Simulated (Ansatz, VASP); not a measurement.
**Ta4O in VASP and in Ansatz**

Contents of INCAR:

```
SYSTEM = Ta4O
ALGO = Normal ; EDIFF = 1E-6
ENCUT = 520 ; GGA = PS
ISIF = 2 ; ISMEAR = 0
LASPH = .TRUE. ; LCHARG = .FALSE.
LREAL = .FALSE. ; LWAVE = .FALSE.
NBANDS = 33 ; NELM = 60
PREC = Accurate ; SIGMA = 0.1
```

Contents of KPOINTS:

```
k-points
0
G
  10 10 4
  0 0 0
```

The input POSCAR:

```
Ta4O
1.0
    3.2320470291     -0.0152481768      0.0288595295
   -0.0152481768      3.2607564900     -0.0239794059
    0.0656424534     -0.0545423666      7.3830922482
Ta O
4 1
Direct
    0.0557881040      0.0175980815      0.4959207976
    0.5099888585      0.4844793375      0.7830196518
    0.4958958890      0.5104955771      0.2247411169
    0.0271957279      0.0119959521     -0.0099535760
    0.4860972249      0.4512680640      0.5148622201
```

Input for Ansatz:

```yaml
crystal:
  lattice:
    - [3.2320470291, -0.0152481768, 0.0288595295]
    - [-0.0152481768, 3.26075649, -0.0239794059]
    - [0.0656424534, -0.0545423666, 7.3830922482]
  atoms:
    - { symbol: Ta, position: [0.055788104, 0.0175980815, 0.4959207976] }
    - { symbol: Ta, position: [0.5099888585, 0.4844793375, 0.7830196518] }
    - { symbol: Ta, position: [0.495895889, 0.5104955771, 0.2247411169] }
    - { symbol: Ta, position: [0.0271957279, 0.0119959521, -0.009953576] }
    - { symbol: O, position: [0.4860972249, 0.451268064, 0.5148622201] }
basis:
  ecutwfc: 600
kpoints:
  mp_grid: { grid: [10, 10, 4] }
hamiltonian:
  xc: pbesol
scf:
  occupations: { method: gaussian, width: 0.1 }
output:
  forces: true
  stress: true
  eigenvalues: true
```

Change from the starting cell: ecut displaced: 600 eV.

Alike in both runs: task single point; functional PBEsol; k mesh 10 × 10 × 4; occupations gaussian, width 0.1 eV; no spin polarisation.

```csv
,VASP,Ansatz
version,VASP 6.6.1,Ansatz 0.2.0
potentials or method,"VASP PAW PBE potentials, release 64 (Ta_pv, O), cutoff 520 eV","scalar-relativistic, plane waves, PAW"
valence electrons in the cell,50,58
```

```tsv
	VASP	Ansatz	Ansatz less VASP
gap on the k mesh at the Fermi level (eV)	none	none	-
pressure (GPa)	0.0	-0.4	-0.39
traceless stress, the component that is largest in VASP (GPa)	6.08	5.96	-0.123
rms of the force components (eV/Å)	1.203	1.177	-0.0258
```

VASP's potentials were made for PBE, not for PBEsol. Atom by atom the forces differ by 0.032 eV/Å (rms over components). A gap of «none» marks a metal or a gap that the smearing closes. VASP's potentials hold 50 valence electrons a cell and Ansatz's 58, so a difference there can come from the potentials and not from the codes.

Spin-orbit coupling is off throughout.
